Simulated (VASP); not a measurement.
Wanted: the native input for a VASP 6.6.1 run.

| Property | Result |
| --- | --- |
| Task | single point |
| Functional | PBEsol |
| Potentials or basis | VASP PAW PBE potentials, release 64 (Ti_sv, Si) |
| Cutoff | 520 eV |
| k mesh | 3 × 2 × 2 |
| Occupations | fermi-dirac, width 0.17 eV |
| Spin | no spin polarisation |
| Dipole correction | no |
| Further INCAR settings | LREAL = Auto; ALGO = Normal; EDIFF = 1e-07; NBANDS = 98 |

The structure of TiSi2 lies in POSCAR:

```
TiSi2
1.0
    4.8169270000      0.0000000000      0.0000000000
    0.0000000000      8.3003470000      0.0000000000
    0.0000000000      0.0000000000      8.5934170000
Ti Si
8 16
Direct
    0.5630353128      0.4969671750      0.5102277709
    0.8029393013      0.7455110009      0.7449423204
    0.0446965462      0.0148788960      0.5194092175
    0.2855139802      0.2368334721      0.7492130313
    0.0624049316      0.5005212433      0.0223659576
    0.3207646701      0.7486554478      0.2543807661
    0.5202279379     -0.0050841248      0.0114506255
    0.7972302673      0.2896625888      0.2708584955
    0.5262898940      0.7968221088      0.5239708488
    0.5949436228      0.1749565410      0.5143588400
    0.3590463380      0.1205612247      0.2763510720
    0.3199135050      0.4200667755      0.2671579885
    0.0552011687      0.3595030425      0.5158599891
    0.0239156624      0.6753332120      0.4977880161
    0.8155199363      0.5949751257      0.2609206559
    0.8045585910      0.9050826429      0.2997759797
    0.0453401100      0.8475067368      0.0171992119
    0.0273618429      0.1616679399      0.0311866630
    0.7617512161      0.0871047921      0.7613967762
    0.7562082631      0.4049951165      0.7443953901
    0.5101385178      0.3295765828      0.0146042023
    0.5364623545      0.6687069830      0.0004189253
    0.2929045842      0.5526756893      0.7737434364
    0.3023089202      0.9044079723      0.7603029156
```

The input as run:

INCAR

```
PREC = Accurate
ENCUT = 520
EDIFF = 1E-7
ISMEAR = -1
SIGMA = 0.17
LREAL = Auto
LASPH = True
NELM = 60
ALGO = Normal
ISIF = 2
LWAVE = False
LCHARG = False
GGA = PS
NBANDS = 98
```

KPOINTS

```
regular mesh
0
Gamma
  3 2 2
```

Potentials or basis: VASP PAW PBE potentials, release 64 (Ti_sv, Si).

Run with:

```sh
$ cat potpaw_PBE.64/Ti_sv/POTCAR potpaw_PBE.64/Si/POTCAR > POTCAR
$ mpirun -np 1 vasp_std > vasp.out
```

It gave:

```json
{
  "Pressure": "-0.5 GPa",
  "Largest force": "2.831 eV/Å",
  "Band gap on the k mesh": "zero (band 80 reaches 10.21 eV, above the bottom of band 81 at 9.31 eV)"
}
```

Caveat: the k points lie up to 0.43 Å⁻¹ apart; the PAW data sets were made with another functional, which shifts forces and pressure a little.

Wall time 11 min on 1 thread of Oxide Virtual Turin-like Processor, with other jobs on the host, peak memory 0.42 GiB.
